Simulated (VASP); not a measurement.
Runs of VASP 6.6.1 on Ta. The structure is that of space group Fd-3m (No. 227), or close to it. The cells are those of the table. 

```tsv
task	cell	k mesh	cutoff (eV)	gap on the mesh (eV)	pressure (GPa)
single point	a = 4.285 Å, angles 60.0°, 2 atoms	6 × 6 × 6	520	none	0.2
single point	a = 4.306 Å, angles 60.0°, 2 atoms	6 × 6 × 6	520	none	-0.8
single point	a = 4.285 Å, angles 60.0°, 2 atoms	7 × 7 × 7	520	none	0.3
relaxation of cell and atoms	relaxed from a = 4.045 Å, angles 60.0°, 2 atoms	7 × 7 × 7	600	none	0.1
single point	a = 4.263 Å, angles 60.0°, 2 atoms	7 × 7 × 7	520	none	(a)
```

Alike in all rows: level r2SCAN; potentials or basis VASP PAW PBE potentials, release 64 (Ta_pv); no spin polarisation; smearing fermi-dirac 0.1 eV.

Task: Fill in the values left out.

Result: (a) 1.4.

Caveats: the PAW data sets were made with another functional, which shifts forces and pressure a little; spin-orbit coupling is left out, which moves the levels of the heavy elements.

A k mesh can miss the band edges, and the runs leave out spin-orbit coupling on Ta.

A gap of «none» marks levels without a gap at the run's occupations.
